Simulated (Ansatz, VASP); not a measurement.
# MgO in VASP and in Ansatz

```
CELL_PARAMETERS angstrom
2.84988 0.00000 0.00000
-1.42494 2.46807 0.00000
0.00000 0.00000 2.59929
ATOMIC_POSITIONS crystal
Mg 0.00000 0.00000 0.00000
O 0.33333 0.66667 0.50000
```

Change from the starting cell: strain -0.030 along x and y, -0.030 along z, atoms carried along.

Alike in both runs: task single point; functional LDA; k mesh 9 × 9 × 8; occupations gaussian, width 0.05 eV; no spin polarisation.

|  | VASP | Ansatz |
| --- | --- | --- |
| version | VASP 6.6.1 | Ansatz 0.2.0 |
| potentials or method | VASP PAW LDA potentials, release 64 (Mg_sv, O), cutoff 750 eV | scalar-relativistic, plane waves, PAW |
| valence electrons in the cell | 16 | 16 |

```csv
,VASP,Ansatz,Ansatz less VASP
gap on the k mesh at the Fermi level (eV),3.68,3.66,-0.016
least direct gap on the mesh (eV),4.10,4.08,-0.016
pressure (GPa),4.1,4.0,-0.03
"traceless stress, the component that is largest in VASP (GPa)",1.65,1.50,-0.152
```

LDA's correlation is that of Perdew and Zunger in VASP and of Perdew and Wang (1992) in Ansatz.
